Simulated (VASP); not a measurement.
# ZrSi31 (a cell with a defect) in VASP: single point with PBEsol

Aim: the single point of ZrSi31 (a cell with a defect) with PBEsol.

All numbers are computed with VASP 6.6.1; they aren't measurements. Logs are shortened: lines on timing, memory, paths and dates and some standing lists are left out, and cuts for length are marked.

## (1) The cell of the first run

The cell holds a defect, 32 atoms: a = 9.412 Å, b = 9.412 Å, c = 9.412 Å, α = 109.47°, β = 109.47°, γ = 109.47°.

## (2) Single point, PBEsol

INCAR reads:

```
SYSTEM = ZrSi31
  PREC = Accurate
  ENCUT = 520
  EDIFF = 1E-6
  ISMEAR = 0
  SIGMA = 0.02
  LREAL = Auto
  LASPH = .True.
  NELM = 100
  ALGO = Normal
  ISIF = 2
  LWAVE = .False.
  LCHARG = .False.
  GGA = PS
  NBANDS = 90
```

KPOINTS reads:

```
Automatic mesh
0
Gamma
  2 2 2
  0.5 0.5 0.5
```

POSCAR reads:

```
ZrSi31
1.0
   -5.4338340904     -5.4338340904     -5.4338340904
    5.4338340904      5.4338340904     -5.4338340904
    5.4338340904     -5.4338340904      5.4338340904
Zr Si
1 31
Direct
    0.5000000000      0.7500000000      0.5000000000
    0.5000000000      0.4956828563      0.7522668515
    0.2456828563      0.7500000000      0.7522668515
    0.5000000000      0.2500000000      0.0000000000
    0.2477331485      0.4977331485     -0.0065839952
    0.0000000000      0.7500000000      0.0000000000
    0.5000000000      0.0022668515      0.2456828563
    0.2477331485      0.2434160048      0.2477331485
   -0.0065839952      0.4977331485      0.2477331485
    0.7522668515      0.7500000000      0.2456828563
    0.2456828563      0.0022668515      0.5000000000
    0.0000000000      0.2500000000      0.5000000000
    0.7522668515      0.4956828563      0.5000000000
    0.0065839952      0.0043171437      0.7543171437
    0.7543171437      0.2565839952      0.7543171437
    0.7543171437      0.0043171437      0.0065839952
    0.7754717518      0.7500000000      0.5000000000
    0.7519545330      0.5029869290      0.7519545330
    0.5000000000      0.7500000000      0.7754717518
    0.7470130710      0.2489676039     -0.0010323961
    0.5000000000      0.4980454670      0.0010323961
    0.2480454670      0.7500000000      0.0010323961
    0.7519545330      0.0019545330      0.2529869290
    0.5000000000      0.2510323961      0.2480454670
    0.2245282482      0.4745282482      0.2245282482
    0.0010323961      0.7500000000      0.2480454670
    0.5000000000      0.0254717518      0.5000000000
    0.2480454670      0.2510323961      0.5000000000
    0.0010323961      0.4980454670      0.5000000000
    0.2529869290      0.0019545330      0.7519545330
   -0.0010323961      0.2489676039      0.7470130710
   -0.0010323961     -0.0029869290     -0.0010323961
```

Potentials or basis: VASP PAW PBE potentials, release 64 (Zr_sv, Si).

Run with:

```sh
cat potpaw_PBE.64/Zr_sv/POTCAR potpaw_PBE.64/Si/POTCAR > POTCAR
mpirun -np 1 vasp_std > vasp.out
```

OUTCAR:

```text
SYSTEM = ZrSi31
   PREC = Accurate
   ENCUT = 520
   EDIFF = 1E-6
   ISMEAR = 0
   LREAL = Auto
   LASPH = .True.
   NELM = 100
   ISIF = 2
   GGA = PS

 ion  position               nearest neighbor table
   1  0.500  0.750  0.500-  17 2.59  19 2.59  25 2.59  27 2.59
   2  0.500  0.496  0.752-  19 2.33  21 2.33  28 2.35  18 2.35
   3  0.246  0.750  0.752-  19 2.33  22 2.33  29 2.35  30 2.35
   4  0.500  0.250  0.000-  21 2.33  24 2.33  30 2.33  20 2.33
   5  0.248  0.498  0.993-  25 2.33  31 2.33  21 2.35  22 2.35
   6  0.000  0.750  0.000-  22 2.33  26 2.33  18 2.33  32 2.33
[... 24 lines left out ...]
  31  0.999  0.249  0.747-  12 2.33   5 2.33  14 2.35  15 2.35
  32  0.999  0.997  0.999-   6 2.33   8 2.33  14 2.35  16 2.35

  LATTYP: Found a body centered cubic cell.
 ALAT       =    10.8676681808

  Lattice vectors:

 A1 = (  -5.4338340904,  -5.4338340904,  -5.4338340904)
 A2 = (   5.4338340904,   5.4338340904,  -5.4338340904)
 A3 = (   5.4338340904,  -5.4338340904,   5.4338340904)

Analysis of symmetry for initial positions (statically):
=====================================================================
 Subroutine PRICEL returns:
 Original cell was already a primitive cell.

 Routine SETGRP: Setting up the symmetry group for a
 body centered cubic supercell.

 Subroutine GETGRP returns: Found 24 space group operations
 (whereof  2 operations were pure point group operations)
 out of a pool of 48 trial point group operations.

The static configuration has the point symmetry C_1h.
 The point group associated with its full space group is T_d .

Analysis of symmetry for dynamics (positions and initial velocities):
=====================================================================
 Subroutine PRICEL returns:
 Original cell was already a primitive cell.

 Routine SETGRP: Setting up the symmetry group for a
 body centered cubic supercell.

 Subroutine GETGRP returns: Found 24 space group operations
 (whereof  2 operations were pure point group operations)
 out of a pool of 48 trial point group operations.

The dynamic configuration has the point symmetry C_1h.
 The point group associated with its full space group is T_d .

 Subroutine INISYM returns: Found 24 space group operations
 (whereof  2 operations are pure point group operations),
 and found     1 'primitive' translations

----------------------------------------------------------------------------------------

                                     Primitive cell

  volume of cell :     641.7696

  direct lattice vectors                    reciprocal lattice vectors
    -5.433834090 -5.433834090 -5.433834090     0.000000000 -0.092016059 -0.092016059
     5.433834090  5.433834090 -5.433834090     0.092016059  0.000000000 -0.092016059
     5.433834090 -5.433834090  5.433834090     0.092016059 -0.092016059  0.000000000

  length of vectors
     9.411676724  9.411676724  9.411676724     0.130130359  0.130130359  0.130130359

  position of ions in fractional coordinates (direct lattice)
     0.500000000  0.750000000  0.500000000
     0.500000000  0.495682856  0.752266851
     0.245682856  0.750000000  0.752266851
     0.500000000  0.250000000  0.000000000
     0.247733148  0.497733148  0.993416005
     0.000000000  0.750000000  0.000000000
[... 24 lines left out ...]
     0.998967604  0.248967604  0.747013071
     0.998967604  0.997013071  0.998967604

  ion indices of the primitive-cell ions
   primitive index   ion index
                 1           1
                 2           2
                 3           3
                 4           4
                 5           5
                 6           6
[... 24 lines left out ...]
                31          31
                32          32

----------------------------------------------------------------------------------------

 KPOINTS: Automatic mesh

Automatic generation of k-mesh.
 Grid dimensions read from file:
 generate k-points for:    2    2    2

 Generating k-lattice:

  Cartesian coordinates                     Fractional coordinates (reciprocal lattice)
     0.000000000 -0.046008030 -0.046008030     0.500000000  0.000000000  0.000000000
     0.046008030  0.000000000 -0.046008030     0.000000000  0.500000000  0.000000000
     0.046008030 -0.046008030  0.000000000     0.000000000  0.000000000  0.500000000

  Length of vectors
     0.065065180  0.065065180  0.065065180

  Shift w.r.t. Gamma in fractional coordinates (k-lattice)
     0.500000000  0.500000000  0.500000000

 Subroutine IBZKPT returns following result:
 ===========================================

 Found      2 irreducible k-points:

 Following reciprocal coordinates:
            Coordinates               Weight
  0.250000  0.250000  0.250000      2.000000
 -0.250000  0.250000  0.250000      6.000000
   k-points           NKPTS =      2   k-points in BZ     NKDIM =      2   number of bands    NBANDS=     90
   number of dos      NEDOS =    301   number of ions     NIONS =     32
   total plane-waves  NPLWV = 343000
   dimension x,y,z NGX =    70 NGY =   70 NGZ =   70
   dimension x,y,z NGXF=   140 NGYF=  140 NGZF=  140
   ions per type =               1  31
   NGX,Y,Z   is equivalent  to a cutoff of  12.36, 12.36, 12.36 a.u.
   NGXF,Y,Z  is equivalent  to a cutoff of  24.73, 24.73, 24.73 a.u.
 SYSTEM =  ZrSi31
   PREC   = accura    normal or accurate (medium, high low for compatibility)
   ISTART =      0    job   : 0-new  1-cont  2-samecut
   ICHARG =      2    charge: 1-file 2-atom 10-const
   ISPIN  =      1    spin polarized calculation?
   LNONCOLLINEAR =      F non collinear calculations
   LSORBIT =      F    spin-orbit coupling
   LASPH  =      T    aspherical Exc in radial PAW
   ENCUT  =  520.0 eV  38.22 Ry    6.18 a.u.  17.50 17.50 17.50*2*pi/ulx,y,z
   NELM   =    100;   NELMIN=  2; NELMDL= -5     # of ELM steps
   EDIFF  = 0.1E-05   stopping-criterion for ELM
   LREAL  =      T    real-space projection
   EDIFFG = 0.1E-04   stopping-criterion for IOM
   NSW    =      0    number of steps for IOM
   IBRION =     -1    ionic relax: 0-MD 1-quasi-New 2-CG
   NFREE  =      0    steps in history (QN), initial steepest desc. (CG)
   ISIF   =      2    stress and relaxation
   ISYM   =      2    0-nonsym 1-usesym 2-fastsym
   POTIM  = 0.5000    time-step for ionic-motion
   TEBEG  =    0.0;   TEEND  =   0.0 temperature during run
   PSTRESS=    0.0 pullay stress
   NELECT =     136.0000    total number of electrons
   NUPDOWN=      -1.0000    fix difference up-down
   EMIN   =  10.00;   EMAX   =-10.00  energy-range for DOS
   EFERMI =   0.00;   METHOD = LEGACY
   ISMEAR =     0;   SIGMA  =   0.02  broadening in eV -4-tet -1-fermi 0-gaus
   EFERMI_NEDOS =   21; number of points for ismear=-14 and -15
   IALGO  =     38    algorithm
   IMIX   =      4    mixing-type and parameters
     AMIX     =   0.40;   BMIX     =  1.00
     AMIX_MAG =   1.60;   BMIX_MAG =  1.00
  volume/ion in A,a.u.               =      20.06       135.34
  Fermi-wavevector in a.u.,A,eV,Ry     =   0.976026  1.844422 12.961276  0.952627
  Thomas-Fermi vector in A             =   2.106612
   LORBIT       =      0    0 simple, 1 ext, 2 COOP (PROOUT), +10 PAW based schemes
   GGA     = PS    functional components
   LHFCALC =     F    Hartree Fock is set to
   AEXX    =    0.0000 exact exchange contribution
   IVDW    =     0    specifies the selected vdW correction
   LEPSILON=     F    determine dielectric tensor
   LRPA    =     F    only Hartree local field effects (RPA)
 non-spin polarized calculation
 Gauss-broadening in eV      SIGMA  =   0.02
  energy-cutoff  :      520.00
  volume of cell :      641.77
 maximum number of plane-waves:     17304
 NGX is ok and might be reduce to    70
   NGX = 35   NGY = 35   NGZ = 35

 number of electron     136.0000000 magnetization

 Free energy of the ion-electron system (eV)
  ---------------------------------------------------
  ext. energy  EPLUGINS =         0.00000000
  ---------------------------------------------------
  free energy    TOTEN  =      -184.58663671 eV

  energy without entropy =     -184.58663671  energy(sigma->0) =     -184.58663671

 E-fermi :   5.6892     XC(G=0):  -9.6176

 val. band max:        5.5318978871   @ k =  -0.2500   0.2500   0.2500
 cond. band min:       6.3607670899   @ k =  -0.2500   0.2500   0.2500
 fundamental gap:      0.8288692028
 Fermi energy:         5.6891826975

 k-point     1 :       0.2500    0.2500    0.2500
  band No.  band energies     occupation
      1     -42.7450      2.00000
      2     -20.8643      2.00000
      3     -20.8643      2.00000
      4     -20.8643      2.00000
      5      -5.3419      2.00000
      6      -5.3419      2.00000
[... 72 lines left out ...]
     79       7.4971      0.00000
     80       7.5147      0.00000

 k-point     2 :      -0.2500    0.2500    0.2500
  band No.  band energies     occupation
      1     -42.7450      2.00000
      2     -20.8643      2.00000
      3     -20.8643      2.00000
      4     -20.8643      2.00000
      5      -5.7987      2.00000
      6      -4.8331      2.00000
[... 72 lines left out ...]
     79       8.0160      0.00000
     80       8.1126      0.00000
 [bands above 80 left out]

------------------------ aborting loop because EDIFF is reached ----------------------------------------

  FORCE on cell =-STRESS in cart. coord.  units (eV):
  Direction    XX          YY          ZZ          XY          YZ          ZX
  --------------------------------------------------------------------------------------
  -------------------------------------------------------------------------------------
  Total        8.7783611      8.7783611      8.7783611     -0.0000000     -0.0000000     -0.0000000
  in kB       21.9151733     21.9151733     21.9151733     -0.0000000     -0.0000000     -0.0000000
  external PRESSURE =      21.9151733 kB  Pullay stress =       0.0000000 kB

 VOLUME and BASIS-vectors are now :
 -----------------------------------------------------------------------------
  energy-cutoff  :      520.00
  volume of cell :      641.77
      direct lattice vectors                 reciprocal lattice vectors
    -5.433834090 -5.433834090 -5.433834090     0.000000000 -0.092016059 -0.092016059
     5.433834090  5.433834090 -5.433834090     0.092016059  0.000000000 -0.092016059
     5.433834090 -5.433834090  5.433834090     0.092016059 -0.092016059  0.000000000

 POSITION                                       TOTAL-FORCE (eV/Angst)
 -----------------------------------------------------------------------------------
      4.07538     -1.35846     -4.07538        -0.000000     -0.000000      0.000000
      4.06423     -4.11115     -1.32268         0.009734      0.017453     -0.017453
      6.82807     -1.34732     -1.32268        -0.017453     -0.009734     -0.017453
     -1.35846     -1.35846     -4.07538        -0.000000     -0.000000      0.000000
      6.75652     -4.03960      1.34732         0.017453     -0.017453      0.009734
      4.07538      4.07538     -4.07538        -0.000000     -0.000000      0.000000
[... 24 lines left out ...]
     -0.01623     -8.13452     -2.72193        -0.017974      0.017974     -0.017230
      5.41760     -5.43884     -5.41760        -0.017974     -0.017230      0.017974
 -----------------------------------------------------------------------------------
    total drift:                               -0.000001      0.000001      0.000002

  FREE ENERGIE OF THE ION-ELECTRON SYSTEM (eV)
  ---------------------------------------------------
  free  energy   TOTEN  =      -184.5866367076 eV

  energy  without entropy=     -184.5866367076  energy(sigma->0) =     -184.58663671
```

Wall time 2 min (1 thread of Intel Xeon 6975P-C (Granite Rapids), shared host); peak memory 0.69 GiB.

What came out:

```yaml
Free_energy: -184.5866 eV
Pressure: 2.2 GPa
Largest_force: 0.031 eV/Å
Band_gap_on_the_k_mesh: 0.83 eV
```

Forces on the atoms (eV/Å):
```
Zr   0.000  0.000  0.000
Si   0.010  0.017 -0.017
Si  -0.017 -0.010 -0.017
Si   0.000  0.000  0.000
Si   0.017 -0.017  0.010
Si   0.000  0.000  0.000
Si   0.010 -0.017  0.017
Si   0.017  0.010 -0.017
Si  -0.010 -0.017 -0.017
Si   0.017 -0.010  0.017
Si  -0.017 -0.017 -0.010
Si   0.000  0.000  0.000
Si   0.017  0.017 -0.010
Si  -0.010  0.017  0.017
Si  -0.017  0.010  0.017
Si  -0.017  0.017  0.010
Si   0.008  0.008  0.008
Si   0.018 -0.017 -0.018
Si  -0.008  0.008 -0.008
Si   0.017  0.018  0.018
Si  -0.017 -0.018  0.018
Si   0.018  0.017  0.018
Si   0.018 -0.018 -0.017
Si  -0.017  0.018 -0.018
Si   0.008 -0.008 -0.008
Si  -0.018  0.017 -0.018
Si  -0.008 -0.008  0.008
Si   0.018  0.018  0.017
Si  -0.018 -0.018  0.017
Si   0.017 -0.018 -0.018
Si  -0.018  0.018 -0.017
Si  -0.018 -0.017  0.018
```

Levels at points of the mesh, in eV from the valence-band top:
```csv
k point,band 66,band 67,band 68,band 69,band 70,band 71
"(0.25, 0.25, 0.25)",-0.12,-0.12,-0.12,0.93,0.93,1.62
```

Caveat: the PAW data sets were made with another functional, which shifts forces and pressure a little.
